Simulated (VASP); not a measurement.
SnPt3, 4 atoms in the cell. The structure is cubic, space group Pm-3m (No. 221). Conventional cell: a = 4.000 Å, b = 4.000 Å, c = 4.000 Å, α = 90.00°, β = 90.00°, γ = 90.00°. Sn (site symmetry m-3m) has 12 Pt at 2.83 Å within 3.7 Å. Pt (site symmetry 4/mmm) has 4 Sn at 2.83 Å and 8 Pt at 2.83 Å within 3.7 Å. 

* Program: VASP 6.6.1
* Task: single point
* Functional: PBEsol
* Dispersion: D4
* Potentials or basis: VASP PAW PBE potentials, release 64 (Sn_d, Pt)
* Cutoff: 500 eV
* k mesh: 4 × 4 × 4
* Occupations: fermi-dirac, width 0.3 eV
* Spin: no spin polarisation
* Dipole correction: no
* Further INCAR settings: ALGO = Normal; EDIFF = 1e-06; NBANDS = 30

Potentials or basis: VASP PAW PBE potentials, release 64 (Sn_d, Pt).

Command:

```bash
$ cat potpaw_PBE.64/Sn_d/POTCAR potpaw_PBE.64/Pt/POTCAR > POTCAR
$ mpirun -np 1 vasp_std > vasp.out
```

Hardware: 1 thread of Intel Xeon 8259CL, on a shared host.

How long does it take, and how much memory?

Wall time 30 s on 1 thread of Intel Xeon 8259CL (shared host), peak memory 0.17 GiB. Counts: scf iterations 11, k points 10.
